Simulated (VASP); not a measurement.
# Li27F26 (a cell with a defect) in VASP: relaxation of the atoms with PBE

Aim: the relaxation of the atoms of Li27F26 (a cell with a defect) with PBE.

Program: VASP 6.6.1. These are calculated values, not measurements. Logs are shortened: lines on timing, memory, paths and dates and some standing lists are left out, and cuts for length are marked.

**1. The cell of the first run**

The cell holds a defect, 53 atoms: a = 8.545 Å, b = 8.545 Å, c = 8.545 Å, α = 60.00°, β = 60.00°, γ = 60.00°.

**2. Relaxation of the atoms, PBE (atoms taken out)**

The input, INCAR:

```
PREC = Accurate
ENCUT = 520
EDIFF = 1E-6
ISMEAR = -1
SIGMA = 0.01
LREAL = Auto
LASPH = T
NELM = 80
ALGO = Normal
ISIF = 2
LWAVE = F
LCHARG = F
GGA = PE
IBRION = 2
NSW = 60
EDIFFG = -0.03
NELECT = 262.0
LUSENCCL = F
```

The input, KPOINTS:

```
Automatic mesh
0
Gamma
  3 3 3
```

The input, POSCAR:

```
Li27F26
1.0
    0.0000000000      6.0420000000      6.0420000000
    6.0420000000      0.0000000000      6.0420000000
    6.0420000000      6.0420000000      0.0000000000
Li F
27 26
Direct
    0.0000000000      0.0000000000      0.0000000000
    0.0000000000      0.0000000000      0.3333333333
    0.0000000000      0.0000000000      0.6666666667
    0.0000000000      0.3333333333      0.0000000000
    0.0000000000      0.3333333333      0.3333333333
    0.0000000000      0.3333333333      0.6666666667
    0.0000000000      0.6666666667      0.0000000000
    0.0000000000      0.6666666667      0.3333333333
    0.0000000000      0.6666666667      0.6666666667
    0.3333333333      0.0000000000      0.0000000000
    0.3333333333      0.0000000000      0.3333333333
    0.3333333333      0.0000000000      0.6666666667
    0.3333333333      0.3333333333      0.0000000000
    0.3333333333      0.3333333333      0.3333333333
    0.3333333333      0.3333333333      0.6666666667
    0.3333333333      0.6666666667      0.0000000000
    0.3333333333      0.6666666667      0.3333333333
    0.3333333333      0.6666666667      0.6666666667
    0.6666666667      0.0000000000      0.0000000000
    0.6666666667      0.0000000000      0.3333333333
    0.6666666667      0.0000000000      0.6666666667
    0.6666666667      0.3333333333      0.0000000000
    0.6666666667      0.3333333333      0.3333333333
    0.6666666667      0.3333333333      0.6666666667
    0.6666666667      0.6666666667      0.0000000000
    0.6666666667      0.6666666667      0.3333333333
    0.6666666667      0.6666666667      0.6666666667
    0.1666666667      0.1666666667      0.5000000000
    0.1666666667      0.1666666667      0.8333333333
    0.1666666667      0.5000000000      0.1666666667
    0.1666666667      0.5000000000      0.5000000000
    0.1666666667      0.5000000000      0.8333333333
    0.1666666667      0.8333333333      0.1666666667
    0.1666666667      0.8333333333      0.5000000000
    0.1666666667      0.8333333333      0.8333333333
    0.5000000000      0.1666666667      0.1666666667
    0.5000000000      0.1666666667      0.5000000000
    0.5000000000      0.1666666667      0.8333333333
    0.5000000000      0.5000000000      0.1666666667
    0.5000000000      0.5000000000      0.5000000000
    0.5000000000      0.5000000000      0.8333333333
    0.5000000000      0.8333333333      0.1666666667
    0.5000000000      0.8333333333      0.5000000000
    0.5000000000      0.8333333333      0.8333333333
    0.8333333333      0.1666666667      0.1666666667
    0.8333333333      0.1666666667      0.5000000000
    0.8333333333      0.1666666667      0.8333333333
    0.8333333333      0.5000000000      0.1666666667
    0.8333333333      0.5000000000      0.5000000000
    0.8333333333      0.5000000000      0.8333333333
    0.8333333333      0.8333333333      0.1666666667
    0.8333333333      0.8333333333      0.5000000000
    0.8333333333      0.8333333333      0.8333333333
```

Potentials or basis: VASP PAW PBE potentials, release 64 (Li_sv, F).

Launch:

```bash
cat potpaw_PBE.64/Li_sv/POTCAR potpaw_PBE.64/F/POTCAR > POTCAR
mpirun -np 1 vasp_std > vasp.out
```

OUTCAR:

```text
PREC = Accurate
   ENCUT = 520
   EDIFF = 1E-6
   ISMEAR = -1
   LREAL = Auto
   LASPH = T
   NELM = 80
   ISIF = 2
   GGA = PE
   IBRION = 2
   NSW = 60
   EDIFFG = -0.03
   NELECT = 262.0

 ion  position               nearest neighbor table
   1  0.000  0.000  0.000-  29 2.01  33 2.01  35 2.01  45 2.01  47 2.01  51 2.01
   2  0.000  0.000  0.333-  33 2.01  45 2.01  34 2.01  46 2.01  52 2.01
   3  0.000  0.000  0.667-  35 2.01  47 2.01  28 2.01  46 2.01  34 2.01  53 2.01
   4  0.000  0.333  0.000-  29 2.01  45 2.01  32 2.01  48 2.01  50 2.01
   5  0.000  0.333  0.333-  46 2.01  48 2.01  28 2.01  30 2.01  49 2.01
   6  0.000  0.333  0.667-  28 2.01  29 2.01  47 2.01  50 2.01  49 2.01  31 2.01
   7  0.000  0.667  0.000-  35 2.01  51 2.01  30 2.01  48 2.01  32 2.01  53 2.01
   8  0.000  0.667  0.333-  30 2.01  33 2.01  51 2.01  52 2.01  31 2.01  49 2.01
   9  0.000  0.667  0.667-  53 2.01  34 2.01  32 2.01  50 2.01  52 2.01  31 2.01
  10  0.333  0.000  0.000-  29 2.01  33 2.01  38 2.01  42 2.01  44 2.01
  11  0.333  0.000  0.333-  34 2.01  42 2.01  36 2.01  28 2.01  43 2.01
  12  0.333  0.000  0.667-  28 2.01  29 2.01  35 2.01  44 2.01  43 2.01  37 2.01
  13  0.333  0.333  0.000-  32 2.01  38 2.01  36 2.01  30 2.01  41 2.01
  14  0.333  0.333  0.333-  28 2.01  30 2.01  36 2.01  31 2.01  37 2.01  39 2.01
  15  0.333  0.333  0.667-  29 2.01  31 2.01  32 2.01  37 2.01  38 2.01  40 2.01
  16  0.333  0.667  0.000-  30 2.01  33 2.01  35 2.01  44 2.01  41 2.01  39 2.01
  17  0.333  0.667  0.333-  33 2.01  31 2.01  34 2.01  39 2.01  42 2.01  40 2.01
  18  0.333  0.667  0.667-  35 2.01  34 2.01  32 2.01  41 2.01  43 2.01  40 2.01
  19  0.667  0.000  0.000-  47 2.01  51 2.01  42 2.01  36 2.01  38 2.01  53 2.01
[... 32 lines left out ...]
  52  0.833  0.833  0.500-  27 2.01  20 2.01   8 2.01   2 2.01  21 2.01   9 2.01
  53  0.833  0.833  0.833-   9 2.01  21 2.01  25 2.01  19 2.01   7 2.01   3 2.01

  LATTYP: Found a face centered cubic cell.
 ALAT       =    12.0840000000

  Lattice vectors:

 A1 = (   0.0000000000,   6.0420000000,   6.0420000000)
 A2 = (   6.0420000000,   0.0000000000,   6.0420000000)
 A3 = (   6.0420000000,   6.0420000000,   0.0000000000)

Analysis of symmetry for initial positions (statically):
=====================================================================
 Subroutine PRICEL returns:
 Original cell was already a primitive cell.

 Routine SETGRP: Setting up the symmetry group for a
 face centered cubic supercell.

 Subroutine GETGRP returns: Found 48 space group operations
 (whereof  6 operations were pure point group operations)
 out of a pool of 48 trial point group operations.

The static configuration has the point symmetry C_3v.
 The point group associated with its full space group is O_h .

Analysis of symmetry for dynamics (positions and initial velocities):
=====================================================================
 Subroutine PRICEL returns:
 Original cell was already a primitive cell.

 Routine SETGRP: Setting up the symmetry group for a
 face centered cubic supercell.

 Subroutine GETGRP returns: Found 48 space group operations
 (whereof  6 operations were pure point group operations)
 out of a pool of 48 trial point group operations.

The dynamic configuration has the point symmetry C_3v.
 The point group associated with its full space group is O_h .

 Subroutine INISYM returns: Found 48 space group operations
 (whereof  6 operations are pure point group operations),
 and found     1 'primitive' translations

----------------------------------------------------------------------------------------

                                     Primitive cell

  volume of cell :     441.1357

  direct lattice vectors                    reciprocal lattice vectors
     0.000000000  6.042000000  6.042000000    -0.082754055  0.082754055  0.082754055
     6.042000000  0.000000000  6.042000000     0.082754055 -0.082754055  0.082754055
     6.042000000  6.042000000  0.000000000     0.082754055  0.082754055 -0.082754055

  length of vectors
     8.544678344  8.544678344  8.544678344     0.143334228  0.143334228  0.143334228

  position of ions in fractional coordinates (direct lattice)
     0.000000000  0.000000000  0.000000000
     0.000000000  0.000000000  0.333333333
     0.000000000  0.000000000  0.666666667
     0.000000000  0.333333333  0.000000000
     0.000000000  0.333333333  0.333333333
     0.000000000  0.333333333  0.666666667
[... 45 lines left out ...]
     0.833333333  0.833333333  0.500000000
     0.833333333  0.833333333  0.833333333

  ion indices of the primitive-cell ions
   primitive index   ion index
                 1           1
                 2           2
                 3           3
                 4           4
                 5           5
                 6           6
[... 45 lines left out ...]
                52          52
                53          53

----------------------------------------------------------------------------------------

 KPOINTS: Automatic mesh

Automatic generation of k-mesh.
 Grid dimensions read from file:
 generate k-points for:    3    3    3

 Generating k-lattice:

  Cartesian coordinates                     Fractional coordinates (reciprocal lattice)
    -0.027584685  0.027584685  0.027584685     0.333333333  0.000000000  0.000000000
     0.027584685 -0.027584685  0.027584685     0.000000000  0.333333333  0.000000000
     0.027584685  0.027584685 -0.027584685     0.000000000  0.000000000  0.333333333

  Length of vectors
     0.047778076  0.047778076  0.047778076

  Shift w.r.t. Gamma in fractional coordinates (k-lattice)
     0.000000000  0.000000000  0.000000000

 Subroutine IBZKPT returns following result:
 ===========================================

 Found      4 irreducible k-points:

 Following reciprocal coordinates:
            Coordinates               Weight
  0.000000  0.000000  0.000000      1.000000
  0.333333  0.000000  0.000000      8.000000
  0.333333  0.333333  0.000000      6.000000
 -0.333333  0.333333  0.000000     12.000000
   k-points           NKPTS =      4   k-points in BZ     NKDIM =      4   number of bands    NBANDS=    158
   number of dos      NEDOS =    301   number of ions     NIONS =     53
   total plane-waves  NPLWV = 262144
   dimension x,y,z NGX =    64 NGY =   64 NGZ =   64
   dimension x,y,z NGXF=   128 NGYF=  128 NGZF=  128
   ions per type =              27  26
   NGX,Y,Z   is equivalent  to a cutoff of  12.45, 12.45, 12.45 a.u.
   NGXF,Y,Z  is equivalent  to a cutoff of  24.90, 24.90, 24.90 a.u.
 SYSTEM =  unknown system
   PREC   = accura    normal or accurate (medium, high low for compatibility)
   ISTART =      0    job   : 0-new  1-cont  2-samecut
   ICHARG =      2    charge: 1-file 2-atom 10-const
   ISPIN  =      1    spin polarized calculation?
   LNONCOLLINEAR =      F non collinear calculations
   LSORBIT =      F    spin-orbit coupling
   LASPH  =      T    aspherical Exc in radial PAW
   ENCUT  =  520.0 eV  38.22 Ry    6.18 a.u.  15.89 15.89 15.89*2*pi/ulx,y,z
   NELM   =     80;   NELMIN=  2; NELMDL= -5     # of ELM steps
   EDIFF  = 0.1E-05   stopping-criterion for ELM
   LREAL  =      T    real-space projection
   EDIFFG = -.3E-01   stopping-criterion for IOM
   NSW    =     60    number of steps for IOM
   IBRION =      2    ionic relax: 0-MD 1-quasi-New 2-CG
   NFREE  =      1    steps in history (QN), initial steepest desc. (CG)
   ISIF   =      2    stress and relaxation
   ISYM   =      2    0-nonsym 1-usesym 2-fastsym
   POTIM  = 0.5000    time-step for ionic-motion
   TEBEG  =    0.0;   TEEND  =   0.0 temperature during run
   PSTRESS=    0.0 pullay stress
   NELECT =     262.0000    total number of electrons
   NUPDOWN=      -1.0000    fix difference up-down
   EMIN   =  10.00;   EMAX   =-10.00  energy-range for DOS
   EFERMI =   0.00;   METHOD = LEGACY
   ISMEAR =    -1;   SIGMA  =   0.01  broadening in eV -4-tet -1-fermi 0-gaus
   EFERMI_NEDOS =   21; number of points for ismear=-14 and -15
   IALGO  =     38    algorithm
   IMIX   =      4    mixing-type and parameters
     AMIX     =   0.40;   BMIX     =  1.00
     AMIX_MAG =   1.60;   BMIX_MAG =  1.00
  volume/ion in A,a.u.               =       8.32        56.17
  Fermi-wavevector in a.u.,A,eV,Ry     =   1.376104  2.600459 25.764833  1.893662
  Thomas-Fermi vector in A             =   2.501379
   LORBIT       =      0    0 simple, 1 ext, 2 COOP (PROOUT), +10 PAW based schemes
   GGA     = PE    functional components
   LHFCALC =     F    Hartree Fock is set to
   AEXX    =    0.0000 exact exchange contribution
   IVDW    =     0    specifies the selected vdW correction
   LEPSILON=     F    determine dielectric tensor
   LRPA    =     F    only Hartree local field effects (RPA)
 conjugate gradient relaxation of ions
 non-spin polarized calculation
  energy-cutoff  :      520.00
  volume of cell :      441.14
 maximum number of plane-waves:     11935
   NGX = 31   NGY = 31   NGZ = 31

--------------------------------------- Ionic step        1  -------------------------------------------

 number of electron     262.0000005 magnetization

 Free energy of the ion-electron system (eV)
  ---------------------------------------------------
  ext. energy  EPLUGINS =         0.00000000
  ---------------------------------------------------
  free energy    TOTEN  =      -255.37528330 eV

  energy without entropy =     -255.37528330  energy(sigma->0) =     -255.37528330

------------------------ aborting loop because EDIFF is reached ----------------------------------------

  FORCE on cell =-STRESS in cart. coord.  units (eV):
  Direction    XX          YY          ZZ          XY          YZ          ZX
  --------------------------------------------------------------------------------------
  -------------------------------------------------------------------------------------
  Total       -2.7536398     -2.7536398     -2.7536398     -0.0000000      0.0000000     -0.0000000
  in kB      -10.0010491    -10.0010491    -10.0010491     -0.0000000      0.0000000     -0.0000000
  external PRESSURE =     -10.0010491 kB  Pullay stress =       0.0000000 kB
[... 594 lines left out ...]
  energy  without entropy=     -256.5778594420  energy(sigma->0) =     -256.57785944

--------------------------------------- Ionic step        8  -------------------------------------------

 number of electron     261.9999991 magnetization

 Free energy of the ion-electron system (eV)
  ---------------------------------------------------
  ext. energy  EPLUGINS =         0.00000000
  ---------------------------------------------------
  free energy    TOTEN  =      -256.57969387 eV

  energy without entropy =     -256.57969387  energy(sigma->0) =     -256.57969387

 E-fermi :  -0.7531     XC(G=0):  -9.7842

 val. band max:       -1.1237981255   @ k =   0.0000   0.0000   0.0000
 cond. band min:       6.1794988597   @ k =   0.0000   0.0000   0.0000
 fundamental gap:      7.3032969852
 Fermi energy:        -0.7530866935

 k-point     1 :       0.0000    0.0000    0.0000
  band No.  band energies     occupation
      1     -42.0966      2.00000
      2     -42.0859      2.00000
      3     -42.0859      2.00000
      4     -42.0859      2.00000
      5     -42.0813      2.00000
      6     -42.0813      2.00000
[... 573 lines left out ...]
    142      10.6231      0.00000
    143      10.6405      0.00000
 [bands above 143 left out]

------------------------ aborting loop because EDIFF is reached ----------------------------------------

  FORCE on cell =-STRESS in cart. coord.  units (eV):
  Direction    XX          YY          ZZ          XY          YZ          ZX
  --------------------------------------------------------------------------------------
  -------------------------------------------------------------------------------------
  Total       -1.2341282     -1.2341282     -1.2341282     -0.0000000      0.0000000      0.0000000
  in kB       -4.4822769     -4.4822769     -4.4822769     -0.0000000      0.0000000      0.0000000
  external PRESSURE =      -4.4822769 kB  Pullay stress =       0.0000000 kB
[... 68 lines left out ...]
  FREE ENERGIE OF THE ION-ELECTRON SYSTEM (eV)
  ---------------------------------------------------
  free  energy   TOTEN  =      -256.5796938715 eV

  energy  without entropy=     -256.5796938715  energy(sigma->0) =     -256.57969387

 reached required accuracy - stopping structural energy minimisation
```

It took 10 min on 1 × NVIDIA H100 80GB with 1 thread of AMD EPYC 7R13 (Zen 3), shared host; peak memory 1.6 GiB.

Results:

- Free energy: -256.5797 eV
- Energy gained by relaxing: 22.7 meV/atom
- Ionic steps: 8
- Largest force after relaxing: 0.022 eV/Å

Forces on the atoms (eV/Å):
```
Li  -0.002 -0.002 -0.002
Li   0.000  0.000  0.016
Li   0.002  0.002 -0.002
Li   0.000  0.016  0.000
Li  -0.016  0.000  0.000
Li  -0.004  0.004  0.000
Li   0.002 -0.002  0.002
Li  -0.004  0.000  0.004
Li   0.000  0.004  0.004
Li   0.016  0.000  0.000
Li   0.000 -0.016  0.000
Li   0.004 -0.004  0.000
Li   0.000  0.000 -0.016
Li   0.002  0.002  0.002
Li  -0.002 -0.002  0.002
Li   0.004  0.000 -0.004
Li  -0.002  0.002 -0.002
Li   0.000 -0.004 -0.004
Li  -0.002  0.002  0.002
Li   0.000 -0.004  0.004
Li   0.004  0.000  0.004
Li   0.000  0.004 -0.004
Li   0.002 -0.002 -0.002
Li  -0.004  0.000 -0.004
Li   0.004  0.004  0.000
Li  -0.004 -0.004  0.000
Li   0.000  0.000  0.000
F    0.015  0.015  0.000
F   -0.015 -0.015  0.000
F    0.015  0.000  0.015
F    0.007 -0.007 -0.007
F    0.000 -0.015  0.015
F   -0.015  0.000 -0.015
F    0.000  0.015 -0.015
F   -0.007  0.007  0.007
F    0.000  0.015  0.015
F   -0.007  0.007 -0.007
F   -0.015  0.000  0.015
F   -0.007 -0.007  0.007
F    0.007  0.007  0.007
F    0.000  0.000  0.006
F   -0.015  0.015  0.000
F    0.000  0.006  0.000
F   -0.006  0.000  0.000
F    0.000 -0.015 -0.015
F    0.015  0.000 -0.015
F    0.007 -0.007  0.007
F    0.015 -0.015  0.000
F    0.006  0.000  0.000
F    0.000 -0.006  0.000
F    0.007  0.007 -0.007
F    0.000  0.000 -0.006
F   -0.007 -0.007 -0.007
```

The path:
```
step  energy change (eV)  largest force (eV/Å)  pressure (GPa)
   1              0.0000                1.5431           -1.00
   2             -0.8433                0.8512           -0.82
   3             -1.0821                0.4046           -0.51
   4             -1.0825                0.3881           -0.52
   5             -1.1560                0.1877           -0.53
   6             -1.1914                0.1089           -0.53
   7             -1.2026                0.0416           -0.48
   8             -1.2044                0.0218           -0.45
```

Final structure:
```
CELL_PARAMETERS angstrom
0.00000 6.04200 6.04200
6.04200 0.00000 6.04200
6.04200 6.04200 0.00000
ATOMIC_POSITIONS crystal
Li 0.99986 0.99986 0.99986
Li 0.98358 0.98358 0.34976
Li 0.99986 0.99986 0.66708
Li 0.98358 0.34976 0.98358
Li 0.98358 0.34976 0.34976
Li 0.99961 0.33373 0.66667
Li 0.99986 0.66708 0.99986
Li 0.99961 0.66667 0.33373
Li 0.99961 0.66667 0.66667
Li 0.34976 0.98358 0.98358
Li 0.34976 0.98358 0.34976
Li 0.33373 0.99961 0.66667
Li 0.34976 0.34976 0.98358
Li 0.33347 0.33347 0.33347
Li 0.33347 0.33347 0.66625
Li 0.33373 0.66667 0.99961
Li 0.33347 0.66625 0.33347
Li 0.33373 0.66667 0.66667
Li 0.66708 0.99986 0.99986
Li 0.66667 0.99961 0.33373
Li 0.66667 0.99961 0.66667
Li 0.66667 0.33373 0.99961
Li 0.66625 0.33347 0.33347
Li 0.66667 0.33373 0.66667
Li 0.66667 0.66667 0.99961
Li 0.66667 0.66667 0.33373
Li 0.66667 0.66667 0.66667
F 0.16667 0.16667 0.49260
F 0.16667 0.16667 0.84073
F 0.16667 0.49260 0.16667
F 0.16586 0.50027 0.50027
F 0.16667 0.49260 0.84073
F 0.16667 0.84073 0.16667
F 0.16667 0.84073 0.49260
F 0.16747 0.83307 0.83307
F 0.49260 0.16667 0.16667
F 0.50027 0.16586 0.50027
F 0.49260 0.16667 0.84073
F 0.50027 0.50027 0.16586
F 0.50027 0.50027 0.50027
F 0.50219 0.50219 0.83114
F 0.49260 0.84073 0.16667
F 0.50219 0.83114 0.50219
F 0.50219 0.83114 0.83114
F 0.84073 0.16667 0.16667
F 0.84073 0.16667 0.49260
F 0.83307 0.16747 0.83307
F 0.84073 0.49260 0.16667
F 0.83114 0.50219 0.50219
F 0.83114 0.50219 0.83114
F 0.83307 0.83307 0.16747
F 0.83114 0.83114 0.50219
F 0.83307 0.83307 0.83307
```

Caveat: the cell carries a net charge on a neutralising background, which shifts energy and pressure; the cell differs from its parent crystal (atoms taken out); the cell is charged against a uniform background, so pressure and absolute levels hang on convention; the cutoff is under 1.25 times the usual one of these potentials, so pressure, stress and relaxed cells hold a basis-set (Pulay) error.
